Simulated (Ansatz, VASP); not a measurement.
ZnS in VASP and in Ansatz

INCAR

```
PREC     = Accurate       # precision mode
ENCUT    = 520            # plane-wave cutoff, eV
EDIFF    = 1E-7           # SCF threshold, eV
ISMEAR   = 0              # smearing method
SIGMA    = 0.05           # smearing width, eV
LREAL    = F              # projectors in reciprocal space
LASPH    = T              # aspherical terms in the spheres
NELM     = 100            # most SCF steps
ALGO     = Normal         # electronic algorithm
ISIF     = 2              # what is computed and relaxed
LWAVE    = F              # write WAVECAR
LCHARG   = F              # write CHGCAR
GGA      = PE             # functional
NBANDS   = 16             # bands
```

The input KPOINTS:

```
Automatic mesh
0
Gamma
  10 10 10
```

File POSCAR:

```
ZnS
1.0
    0.0000000000      2.7046500000      2.7046500000
    2.7046500000      0.0000000000      2.7046500000
    2.7046500000      2.7046500000      0.0000000000
Zn S
1 1
Direct
    0.0831900616      0.0831900616     -0.2008385749
    0.7500000000      0.7500000000      0.7500000000
```

Input for Ansatz:

```yaml
crystal:
  lattice:
    - [0.0, 2.70465, 2.70465]
    - [2.70465, 0.0, 2.70465]
    - [2.70465, 2.70465, 0.0]
  atoms:
    - { symbol: Zn, position: [0.0831900616, 0.0831900616, -0.2008385749] }
    - { symbol: S, position: [0.75, 0.75, 0.75] }
basis:
  ecutwfc: 420
kpoints:
  mp_grid: { grid: [10, 10, 10] }
hamiltonian:
  xc: pbe
scf:
  occupations: { method: gaussian, width: 0.05 }
output:
  forces: true
  stress: true
  eigenvalues: true
```

Alike in both runs: task single point; functional PBE; k mesh 10 × 10 × 10; occupations gaussian, width 0.05 eV; no spin polarisation.

|  | VASP | Ansatz |
| --- | --- | --- |
| version | VASP 6.6.1 | Ansatz 0.2.0 |
| potentials or method | VASP PAW PBE potentials, release 64 (Zn, S), cutoff 520 eV | scalar-relativistic, plane waves, PAW |
| valence electrons in the cell | 18 | 18 |

```csv
,VASP,Ansatz,Ansatz less VASP
gap on the k mesh at the Fermi level (eV),2.19,2.18,-0.011
least direct gap on the mesh (eV),2.21,2.20,-0.009
pressure (GPa),6.6,6.4,-0.19
"traceless stress, the component that is largest in VASP (GPa)",-5.92,-5.80,+0.118
rms of the force components (eV/Å),0.718,0.714,-0.0043
```

Atom by atom the forces differ by 0.004 eV/Å (rms over components). The functional is the same, so the differences come from potentials, cutoffs and numerics.
